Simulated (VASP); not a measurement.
# Hf2H3 (P6/mmm) in VASP: notebook, part 2 of 2

VASP 6.6.1.

## 5. Relaxation of cell and atoms, PBE

This run uses another cell than the first one, of 13.69 Å³/atom, 1.027 times its volume.

Input file INCAR:

```
  ALGO = Normal
  EDIFF = 1E-6
  EDIFFG = -0.01
  ENCUT = 600
  GGA = PE
  IBRION = 2
  ISIF = 3
  ISMEAR = 0
  LASPH = True
  LCHARG = False
  LREAL = False
  LWAVE = False
  NELM = 60
  NSW = 100
  PREC = Accurate
  SIGMA = 0.1
```

Input file KPOINTS:

```
k-points
0
Gamma
  12 12 14
```

Input file POSCAR:

```
Hf2H3
1.0
    5.2378910326      0.0000000000      0.0000000000
   -2.6189455163      4.5361466965      0.0000000000
    0.0000000000      0.0000000000      2.8804028507
Hf H
2 3
Direct
    0.3333333333      0.6666666667      0.0000000000
    0.6666666667      0.3333333333      0.0000000000
    0.0000000000      0.0000000000      0.1713100879
    0.0000000000      0.0000000000      0.8286899121
    0.0000000000      0.0000000000      0.5000000000
```

Potentials or basis: VASP PAW PBE potentials, release 64 (Hf_pv, H).

On the command line:

```
$ cat potpaw_PBE.64/Hf_pv/POTCAR potpaw_PBE.64/H/POTCAR > POTCAR
$ mpirun -np 1 vasp_std > vasp.out
```

OUTCAR:

```text
EDIFF = 1E-6
   EDIFFG = -0.01
   ENCUT = 600
   GGA = PE
   IBRION = 2
   ISIF = 3
   ISMEAR = 0
   LASPH = True
   LREAL = False
   NELM = 60
   NSW = 100
   PREC = Accurate

 ion  position               nearest neighbor table
   1  0.333  0.667  0.000-   2 3.02   2 3.02   2 3.02
   2  0.667  0.333  0.000-   1 3.02   1 3.02   1 3.02
   3  0.000  0.000  0.171-
   4  0.000  0.000  0.829-
   5  0.000  0.000  0.500-

  LATTYP: Found a hexagonal cell.
 ALAT       =     5.2378910326
 C/A-ratio  =     0.5499165280

  Lattice vectors:

 A1 = (   5.2378910326,   0.0000000000,   0.0000000000)
 A2 = (  -2.6189455163,   4.5361466965,   0.0000000000)
 A3 = (   0.0000000000,   0.0000000000,   2.8804028507)

Analysis of symmetry for initial positions (statically):
=====================================================================
 Subroutine PRICEL returns:
 Original cell was already a primitive cell.

 Routine SETGRP: Setting up the symmetry group for a
 hexagonal supercell.

 Subroutine GETGRP returns: Found 24 space group operations
 (whereof 24 operations were pure point group operations)
 out of a pool of 24 trial point group operations.

The static configuration has the point symmetry D_6h.

Analysis of symmetry for dynamics (positions and initial velocities):
=====================================================================
 Subroutine PRICEL returns:
 Original cell was already a primitive cell.

 Routine SETGRP: Setting up the symmetry group for a
 hexagonal supercell.

 Subroutine GETGRP returns: Found 24 space group operations
 (whereof 24 operations were pure point group operations)
 out of a pool of 24 trial point group operations.

The dynamic configuration has the point symmetry D_6h.

 Subroutine INISYM returns: Found 24 space group operations
 (whereof 24 operations are pure point group operations),
 and found     1 'primitive' translations

----------------------------------------------------------------------------------------

                                     Primitive cell
[... 134 lines left out ...]
 NGX is ok and might be reduce to    42
   NGX = 21   NGY = 21   NGZ = 11

--------------------------------------- Ionic step        1  -------------------------------------------

 number of electron      22.9999997 magnetization

 Free energy of the ion-electron system (eV)
  ---------------------------------------------------
  ext. energy  EPLUGINS =         0.00000000
  ---------------------------------------------------
  free energy    TOTEN  =       -24.93940598 eV

  energy without entropy =      -24.91992841  energy(sigma->0) =      -24.92966719

------------------------ aborting loop because EDIFF is reached ----------------------------------------

  FORCE on cell =-STRESS in cart. coord.  units (eV):
  Direction    XX          YY          ZZ          XY          YZ          ZX
  --------------------------------------------------------------------------------------
  -------------------------------------------------------------------------------------
  Total       -0.4932793     -0.4932793      0.5992721      0.0000000      0.0000000      0.0000000
  in kB      -11.5479986    -11.5479986     14.0293599      0.0000000      0.0000000      0.0000000
  external PRESSURE =      -3.0222125 kB  Pullay stress =       0.0000000 kB
[... 65 lines left out ...]
--------------------------------------- Ionic step        3  -------------------------------------------

 number of electron      22.9999999 magnetization

 E-fermi :   2.9281     XC(G=0):  -9.9812

 val. band max:        2.9200464476   @ k =   0.2500   0.1667   0.5000
 cond. band min:       2.9302060224   @ k =   0.5000   0.0000   0.5000
 fundamental gap:      0.0101595748
 Fermi energy:         2.9281003486

 k-point     1 :       0.0000    0.0000    0.0000
  band No.  band energies     occupation
      1     -28.1103      2.00000
      2     -28.1103      2.00000
      3     -27.6395      2.00000
      4     -27.6395      2.00000
      5     -27.3200      2.00000
      6     -27.2294      2.00000
      7      -8.0624      2.00000
      8      -1.4962      2.00000
      9       1.6774      2.00000
     10       2.1011      2.00000
     11       2.1976      2.00000
     12       2.1976      2.00000
     13       3.0705      0.04401
     14       3.0705      0.04401
[... 531 lines left out ...]
--------------------------------------- Ionic step        6  -------------------------------------------

 number of electron      23.0000001 magnetization

 Free energy of the ion-electron system (eV)
  ---------------------------------------------------
  ext. energy  EPLUGINS =         0.00000000
  ---------------------------------------------------
  free energy    TOTEN  =       -24.94902064 eV

  energy without entropy =      -24.93040563  energy(sigma->0) =      -24.93971314

 E-fermi :   2.9809     XC(G=0): -10.0241

 val. band max:        2.9755768210   @ k =   0.2500   0.1667   0.5000
 cond. band min:       2.9867920119   @ k =   0.5000   0.0000   0.5000
 fundamental gap:      0.0112151910
 Fermi energy:         2.9808628935

 k-point     1 :       0.0000    0.0000    0.0000
  band No.  band energies     occupation
      1     -28.0440      2.00000
      2     -28.0440      2.00000
      3     -27.5565      2.00000
      4     -27.5565      2.00000
      5     -27.2366      2.00000
      6     -27.1425      2.00000
      7      -8.0627      2.00000
      8      -1.4405      2.00000
      9       1.7438      2.00000
     10       2.1466      2.00000
     11       2.2379      2.00000
     12       2.2379      2.00000
     13       3.1417      0.02290
     14       3.1417      0.02290
[... 447 lines left out ...]
  FREE ENERGIE OF THE ION-ELECTRON SYSTEM (eV)
  ---------------------------------------------------
  free  energy   TOTEN  =       -24.9490206449 eV

  energy  without entropy=      -24.9304056268  energy(sigma->0) =      -24.93971314

 reached required accuracy - stopping structural energy minimisation
```

Run time: 8.9 min. Hardware: 1 thread of Oxide Virtual Turin-like, shared host; peak memory 0.32 GiB.

What came out:

| Quantity | Value |
| --- | --- |
| Free energy | -24.9490 eV |
| Relaxed volume | 13.45 Å³/atom |
| Relaxed cell | a = 5.168 Å, b = 5.168 Å, c = 2.907 Å, α = 90.00°, β = 90.00°, γ = 120.00° |
| Space group after relaxing (to 0.05 Å) | P6/mmm (No. 191) |
| Energy gained by relaxing | 1.9 meV/atom |
| Ionic steps | 6 |
| Pressure after relaxing | 0.0 GPa |

Step by step:
| step | energy change (eV) | largest force (eV/Å) | pressure (GPa) | volume (Å³) |
| --- | --- | --- | --- | --- |
| 1 | 0.0000 | 0.0434 | -0.30 | 68.44 |
| 2 | -0.0063 | 0.0164 | -0.43 | 68.18 |
| 3 | -0.0083 | 0.0739 | -0.52 | 67.92 |
| 4 | -0.0096 | 0.0068 | -0.08 | 67.31 |
| 5 | -0.0096 | 0.0007 | -0.03 | 67.24 |
| 6 | -0.0096 | 0.0011 | 0.00 | 67.24 |

Final structure:
```yaml
crystal:
  lattice:
    - [5.16824, 0.00000, 0.00000]
    - [-2.58412, 4.47583, 0.00000]
    - [0.00000, 0.00000, 2.90679]
  atoms:
    - { symbol: Hf, position: [0.33333, 0.66667, 0.00000] }
    - { symbol: Hf, position: [0.66667, 0.33333, 0.00000] }
    - { symbol: H, position: [0.00000, 0.00000, 0.17115] }
    - { symbol: H, position: [0.00000, 0.00000, 0.82885] }
    - { symbol: H, position: [0.00000, 0.00000, 0.50000] }
```

Caveat: spin-orbit coupling is left out, which moves the levels of the heavy elements.

## 6. Overview

| task | cell | k mesh | cutoff (eV) | gap on the mesh (eV) | pressure (GPa) | relaxed volume (Å³/atom) |
| --- | --- | --- | --- | --- | --- | --- |
| relaxation of cell and atoms | relaxed from a = 5.071, b = 5.071, c = 2.991 Å, angles 90.0, 90.0, 120.0°, 5 atoms | 6 × 6 × 6 | 600 | none | 0.0 | 13.63 |
| single point | a = 5.181, b = 5.181, c = 2.909 Å, angles 90.0, 90.0, 120.0°, 5 atoms | 12 × 12 × 14 | 520 | none | -0.3 | - |
| relaxation of cell and atoms | relaxed from a = 5.238, b = 5.238, c = 2.880 Å, angles 90.0, 90.0, 120.0°, 5 atoms | 12 × 12 × 14 | 600 | none | 0.0 | 13.45 |

Alike in all rows: level PBE; potentials or basis VASP PAW PBE potentials, release 64 (Hf_pv, H); no spin polarisation; smearing gaussian 0.1 eV.

Caveats: spin-orbit coupling is left out, which moves the levels of the heavy elements.

Total energies depend on the potentials used, so only differences within one code and one set of settings carry meaning.
